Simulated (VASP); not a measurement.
**Li: single point with r2SCAN**

Crystal: Li.

```
Li
1.0
     0.00000    2.18899    2.18899
     2.18899    0.00000    2.18899
     2.18899    2.18899    0.00000
Li
1
Direct
  0.00000 0.00000 0.00000
```

This isn't the form of Li at room conditions, which is bcc.

| Property | Result |
| --- | --- |
| Program | VASP 6.6.1 |
| Task | single point |
| Functional | r2SCAN |
| Potentials or basis | VASP PAW PBE potentials, release 64 (Li_sv) |
| Cutoff | 830 eV |
| k mesh | 14 × 14 × 14 |
| Occupations | fermi-dirac, width 0.1 eV |
| Spin | no spin polarisation |

```json
{
  "Pressure": "-0.1 GPa",
  "Band gap on the k mesh": "zero (an odd number of electrons rules out a gap without spin polarisation)"
}
```

Levels at points of the mesh, in eV from the Fermi level:
| k point | band 1 | band 2 | band 3 | band 4 | band 5 | band 6 |
| --- | --- | --- | --- | --- | --- | --- |
| (0.00, 0.00, 0.00) | -48.11 | -3.81 | 15.63 | 15.63 | 15.63 | 18.98 |
| (0.50, 0.00, 0.00) | -48.09 | 0.02 | 3.06 | 13.73 | 13.73 | 17.27 |
| (0.50, 0.50, 0.00) | -48.09 | 1.68 | 4.92 | 9.11 | 9.11 | 11.05 |

Run time: 2.4 min on 1 thread of Intel(R) Xeon(R) Platinum 8124M CPU @ 3.00GHz (Skylake/Cascade Lake) (shared host), peak memory 0.17 GiB.

Caveat: the PAW data sets were made with another functional, which shifts forces and pressure a little.
